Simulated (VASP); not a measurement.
The system is P.

```xyz
1
Lattice="2.5428 0.0000 0.0000 0.0000 2.5428 0.0000 0.0000 0.0000 2.5428" Properties=species:S:1:pos:R:3 pbc="T T T"
P     0.0000    0.0000    0.0000
```

```yaml
Program: VASP 6.6.1
Task: relaxation of cell and atoms
Functional: revPBE
Potentials_or_basis: VASP PAW PBE potentials, release 64 (P)
Cutoff: 600 eV
k_mesh: 12 × 12 × 12
Occupations: fermi-dirac, width 0.1 eV
Spin: no spin polarisation
```

At the start: pressure -8.8 GPa; volume 16.44 Å³/atom.

Q: Where does the relaxation end?

A: Over 3 steps the energy falls by 51.3 meV/atom and the volume is 14.69 Å³/atom (-10.7 %); space group Pm-3m (No. 221, to 0.05 Å).

The path:
```csv
step,energy change (eV),largest force (eV/Å),pressure (GPa),volume (Å³)
1,0.0000,0.0000,-8.79,16.44
2,-0.0496,0.0000,1.97,14.39
3,-0.0513,0.0000,-0.10,14.69
```

Final structure:
```xyz
1
Lattice="2.4489 0.0000 0.0000 0.0000 2.4489 0.0000 0.0000 0.0000 2.4489" Properties=species:S:1:pos:R:3 pbc="T T T"
P     0.0000    0.0000    0.0000
```

Caveat: the PAW data sets were made with another functional, which shifts forces and pressure a little.
